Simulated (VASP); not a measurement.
Write the native input for VASP 6.6.1 that does the following.

| Property | Result |
| --- | --- |
| Task | single point |
| Functional | PBEsol |
| Potentials or basis | VASP PAW PBE potentials, release 64 (Si, Ti_sv) |
| Cutoff | 520 eV |
| k mesh | 2 × 2 × 2 |
| Occupations | gaussian, width 0.05 eV |
| Spin | no spin polarisation |
| Dipole correction | no |
| Further INCAR settings | LREAL = Auto; ALGO = Normal; EDIFF = 1e-06; NBANDS = 52 |

The structure of TiSi16 (a cell with a defect) lies in POSCAR:

```
TiSi16
1.0
    0.0000000000      5.4300000000      5.4300000000
    5.4300000000      0.0000000000      5.4300000000
    5.4300000000      5.4300000000      0.0000000000
Si Ti
16 1
Direct
    0.0041360958     -0.0122044199      0.0040176796
    0.1283965930      0.1219864641      0.1276310313
   -0.0042895028      0.0015075506      0.5012486188
    0.1283180479      0.1218548803      0.6218909761
    0.0041424494      0.5040455801      0.0040127993
    0.1250892265      0.6249507366      0.1250081952
    0.0040824125      0.5040501842      0.4878170350
    0.1283272560      0.6279092081      0.6219000000
    0.5019225599      0.0015584715     -0.0050715470
    0.6221720074      0.1221165746      0.1276640884
    0.5018701657      0.0015443831      0.5012541436
    0.6253921731      0.1249798343      0.6246109576
    0.4879424494      0.5040444751      0.0039571823
    0.6221892265      0.6280122468      0.1276651013
    0.5018762431      0.4952941068      0.5012535912
    0.6220101289      0.6279815838      0.6219906077
    0.8752353591      0.3749655617      0.8748152855
```

These files were run (other wordings do the same):

INCAR

```
  PREC = Accurate
  ENCUT = 520
  EDIFF = 1E-6
  ISMEAR = 0
  SIGMA = 0.05
  LREAL = Auto
  LASPH = T
  NELM = 80
  ALGO = Normal
  ISIF = 2
  LWAVE = F
  LCHARG = F
  GGA = PS
  NBANDS = 52
```

KPOINTS

```
Automatic mesh
0
Gamma
  2 2 2
```

Potentials or basis: VASP PAW PBE potentials, release 64 (Si, Ti_sv).

The run is started by

```sh
$ cat potpaw_PBE.64/Si/POTCAR potpaw_PBE.64/Ti_sv/POTCAR > POTCAR
$ mpirun -np 1 vasp_std > vasp.out
```

Results of the run:

```json
{"Pressure": "2.0 GPa", "Largest force": "0.037 eV/Å", "Band gap on the k mesh": "zero (bands 38 and 39 overlap by 0.41 eV)"}
```

Caveat: the k points lie up to 0.50 Å⁻¹ apart; the PAW data sets were made with another functional, which shifts forces and pressure a little.

Run time: 3 min on 1 thread of AMD EPYC 9R45 (Zen 5) (shared host), peak memory 0.45 GiB.
